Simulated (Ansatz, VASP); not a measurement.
**One calculation of GaN, two programs**

Contents of POSCAR:

```
GaN
1.0
    2.9761051484      0.0000000000      0.0000000000
   -1.4880525742      2.5773826629      0.0000000000
    0.0000000000      0.0000000000      5.0305750746
Ga N
2 2
Direct
    0.0000000000      0.0000000000      0.0000000000
    0.0000000000      0.0000000000      0.5000000000
    0.3333333333      0.6666666667      0.2500000000
    0.6666666667      0.3333333333      0.7500000000
```

Contents of INCAR.step1:

```
SYSTEM = GaN
ALGO = Normal ; EDIFF = 1E-4
ENCUT = 520 ; GGA = PE
ISMEAR = 0 ; LASPH = .TRUE.
LCHARG = .FALSE. ; LREAL = .FALSE.
LWAVE = .TRUE. ; NBANDS = 26
NELM = 80 ; PREC = Accurate
SIGMA = 0.01
```

File INCAR.step2:

```
SYSTEM = GaN
ALGO = Normal ; EDIFF = 1E-7
ENCUT = 520 ; ISIF = 2
ISMEAR = 0 ; ISTART = 1
LASPH = .TRUE. ; LCHARG = .TRUE.
LELF = .TRUE. ; LMIXTAU = .TRUE.
LREAL = .FALSE. ; LVHAR = .TRUE.
LWAVE = .FALSE. ; METAGGA = R2SCAN
NBANDS = 26 ; NELM = 80
PREC = Accurate ; SIGMA = 0.01
```

Contents of KPOINTS:

```
k-points
0
G
  12 12 6
  0 0 0
```

Input for Ansatz:

```yaml
crystal:
  lattice:
    - [2.9761051484, 0.0, 0.0]
    - [-1.4880525742, 2.5773826629, 0.0]
    - [0.0, 0.0, 5.0305750746]
  atoms:
    - { symbol: Ga, position: [0.0, 0.0, 0.0] }
    - { symbol: Ga, position: [0.0, 0.0, 0.5] }
    - { symbol: "N", position: [0.3333333333, 0.6666666667, 0.25] }
    - { symbol: "N", position: [0.6666666667, 0.3333333333, 0.75] }
kpoints:
  mp_grid: { grid: [12, 12, 6] }
  band_path:
    path:
      - [0.0, 0.0, 0.0]
      - [0.5, 0.0, 0.0]
      - [0.3333333333, 0.3333333333, 0.0]
      - [0.0, 0.0, 0.5]
      - [0.5, 0.0, 0.5]
      - [0.3333333333, 0.3333333333, 0.5]
      - [0.15, 0.0, 0.0]
    npoints: 1
hamiltonian:
  xc: r2scan
scf:
  occupations: { method: fixed }
  n_extra_bands: 5
output:
  forces: true
  stress: true
  eigenvalues: true
```

Change from the starting cell: epitaxial_xy strain +0.3%.

Alike in both runs: task single point; functional r2SCAN; k mesh 12 × 12 × 6; no spin polarisation.

```csv
,VASP,Ansatz
version,VASP 6.6.1,Ansatz 0.2.0
potentials or method,"VASP PAW PBE potentials, release 64 (Ga_d, N)","plane waves, PAW"
plane-wave cutoff (eV),520,500
occupations,"gaussian, width 0.01 eV",fixed
valence electrons in the cell,36,36
```

Ansatz gave:

| Quantity | Value |
| --- | --- |
| gap on the k mesh at the Fermi level (eV) | 1.90 |
| pressure (GPa) | -1.2 |
| traceless stress, the component that is largest in VASP (GPa) | 1.15 |

Which values does VASP return?

gap on the k mesh at the Fermi level (eV): 1.87; pressure (GPa): -0.1; traceless stress, the component that is largest in VASP (GPa): 1.22.

VASP's potentials were made for PBE, not for r2SCAN.
